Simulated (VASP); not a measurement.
A run of VASP 6.6.1:

The input INCAR:

```
SYSTEM = GaN
  ALGO = Normal
  EDIFF = 1E-6
  EDIFFG = -0.02
  ENCUT = 600
  GGA = PS
  IBRION = 2
  ISIF = 3
  ISMEAR = -1
  LASPH = .TRUE.
  LCHARG = .FALSE.
  LREAL = .FALSE.
  LWAVE = .FALSE.
  NELM = 80
  NSW = 80
  PREC = Accurate
  PSTRESS = 300.0
  SIGMA = 0.05
```

File KPOINTS:

```
k-points
0
G
  10 10 10
  0 0 0
```

POSCAR

```
GaN
1.0
    0.0000000000      2.2535006075      2.2535006075
    2.2535006075      0.0000000000      2.2535006075
    2.2535006075      2.2535006075      0.0000000000
Ga N
1 1
Direct
    0.0000000000      0.0000000000      0.0000000000
    0.2500000000      0.2500000000      0.2500000000
```

Potentials or basis: VASP PAW PBE potentials, release 64 (Ga_d, N).

Command:

```bash
$ cat potpaw_PBE.64/Ga_d/POTCAR potpaw_PBE.64/N/POTCAR > POTCAR
$ mpirun -np 1 vasp_std > vasp.out
```

Hardware: 1 thread of Intel Xeon 8259CL, on a shared host.

Problem. Estimate the wall time of this run.

Solution. It took 120 s on 1 thread of Intel Xeon 8259CL, on a shared host, peak memory 0.18 GiB. Counts: scf iterations 42, k points 47, ion steps 5.
